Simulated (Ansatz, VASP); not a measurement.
**Two plane-wave programs on Li2Se**

POSCAR

```
Li2Se
1.0
    0.0000000000      2.9935210596      2.9935210596
    2.9935210596      0.0000000000      2.9935210596
    2.9935210596      2.9935210596      0.0000000000
Se Li
1 2
Direct
    0.0000000000      0.0000000000      0.0000000000
    0.2500000000      0.2500000000      0.2500000000
    0.7500000000      0.7500000000      0.7500000000
```

File INCAR.step1:

```
PREC = Accurate
ENCUT = 830
ISMEAR = 0
SIGMA = 0.01
LREAL = False
LASPH = True
NELM = 120
NBANDS = 13
GGA = PE
ALGO = Normal
EDIFF = 1E-5
LWAVE = True
LCHARG = False
GGA_COMPAT = False
```

INCAR.step2

```
PREC = Accurate
ENCUT = 830
EDIFF = 1E-6
ISMEAR = 0
SIGMA = 0.01
LREAL = False
LASPH = True
NELM = 120
ALGO = Normal
ISIF = 2
LWAVE = False
LCHARG = True
METAGGA = R2SCAN
LMIXTAU = True
LELF = True
LVHAR = True
NBANDS = 13
ISTART = 1
GGA_COMPAT = False
```

KPOINTS

```
Automatic mesh
0
Gamma
  8 8 8
```

Input for Ansatz:

```yaml
crystal:
  lattice:
    - [0.0, 2.9935210596, 2.9935210596]
    - [2.9935210596, 0.0, 2.9935210596]
    - [2.9935210596, 2.9935210596, 0.0]
  atoms:
    - { symbol: Se, position: [0.0, 0.0, 0.0] }
    - { symbol: Li, position: [0.25, 0.25, 0.25] }
    - { symbol: Li, position: [0.75, 0.75, 0.75] }
kpoints:
  mp_grid: { grid: [8, 8, 8] }
  band_path:
    path:
      - [0.0, 0.0, 0.0]
      - [0.5, 0.0, 0.5]
      - [0.625, 0.25, 0.625]
      - [0.375, 0.375, 0.75]
      - [0.5, 0.5, 0.5]
      - [0.5, 0.25, 0.75]
      - [0.0, 0.5, 0.5]
    npoints: 1
hamiltonian:
  xc: r2scan
scf:
  occupations: { method: fixed }
  n_extra_bands: 4
output:
  forces: true
  stress: true
  eigenvalues: true
```

Alike in both runs: task single point; functional r2SCAN; k mesh 8 × 8 × 8; no spin polarisation.

```csv
,VASP,Ansatz
version,VASP 6.6.1,Ansatz 0.2.0
potentials or method,"VASP PAW PBE potentials, release 64 (Se, Li_sv)","plane waves, PAW"
plane-wave cutoff (eV),830,500
occupations,"gaussian, width 0.01 eV",fixed
valence electrons in the cell,12,22
```

Ansatz gave:

* gap on the k mesh at the Fermi level (eV): 3.48
* pressure (GPa): 0.0

Problem. Estimate VASP's values.

Solution. gap on the k mesh at the Fermi level (eV): 3.46; pressure (GPa): -0.2.

VASP's potentials were made for PBE, not for r2SCAN. VASP's potentials hold 12 valence electrons a cell and Ansatz's 22, so a difference there can come from the potentials and not from the codes.
